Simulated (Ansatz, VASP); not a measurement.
**PbSe: VASP beside Ansatz**

INCAR

```
  PREC = Accurate
  ENCUT = 600
  EDIFF = 1E-6
  ISMEAR = 0
  SIGMA = 0.1
  LREAL = False
  LASPH = True
  NELM = 80
  ALGO = Normal
  ISIF = 3
  LWAVE = False
  LCHARG = False
  GGA = PE
  IBRION = 2
  NSW = 90
  EDIFFG = -0.04
```

The input KPOINTS:

```
regular mesh
0
Gamma
  4 4 4
```

File POSCAR:

```
PbSe
1.0
    4.9969590800      0.0000000000      0.0000000000
    0.0000000000      4.9969590800      0.0000000000
    0.0000000000      0.0000000000      7.0667672900
Pb Se
2 2
Direct
    0.5000000000      0.0000000000      0.7500000000
    0.0000000000      0.5000000000      0.2500000000
    0.0000000000      0.0000000000      0.0000000000
    0.5000000000      0.5000000000      0.0000000000
```

Input for Ansatz:

```yaml
crystal:
  lattice:
    - [4.99695908, 0.0, 0.0]
    - [0.0, 4.99695908, 0.0]
    - [0.0, 0.0, 7.06676729]
  atoms:
    - { symbol: Pb, position: [0.5, 0.0, 0.75] }
    - { symbol: Pb, position: [0.0, 0.5, 0.25] }
    - { symbol: Se, position: [0.0, 0.0, 0.0] }
    - { symbol: Se, position: [0.5, 0.5, 0.0] }
basis:
  ecutwfc: 420
kpoints:
  mp_grid: { grid: [4, 4, 4] }
hamiltonian:
  xc: pbe
scf:
  occupations: { method: gaussian, width: 0.1 }
  lower_state_search: "off"
output:
  forces: true
  stress: true
  eigenvalues: true
relax:
  adjacent_minimum: "off"
  f_tol: 0.04
  max_steps: 70
  cell: { stress_tol: 0.4 }
```

Change from the starting cell: ordered vacancies on the anion sites of fluorite (P4/nmm, No. 129).

Alike in both runs: task relaxation of cell and atoms; functional PBE; k mesh 4 × 4 × 4; occupations gaussian, width 0.1 eV; no spin polarisation.

|  | VASP | Ansatz |
| --- | --- | --- |
| version | VASP 6.6.1 | Ansatz 0.2.0 |
| potentials or method | VASP PAW PBE potentials, release 64 (Pb_d, Se), cutoff 600 eV | scalar-relativistic, plane waves, PAW |
| valence electrons in the cell | 40 | 60 |

Ansatz gave:

* gap on the k mesh at the Fermi level, each at its own relaxed structure (eV): 0.83
* relaxed volume (Å³/atom): 30.77
* relaxed length of the cell vector where the two differ most in proportion (Å): 4.315

Question: Estimate VASP's values.

Answer: gap on the k mesh at the Fermi level, each at its own relaxed structure (eV): 0.79; relaxed volume (Å³/atom): 30.30; relaxed length of the cell vector where the two differ most in proportion (Å): 4.221.

VASP's potentials hold 40 valence electrons a cell and Ansatz's 60, so a difference there can come from the potentials and not from the codes.

Neither program's run includes spin-orbit coupling. Noted on VASP's run: the volume moved by over 15 % at a fixed basis, so the end points are rough.
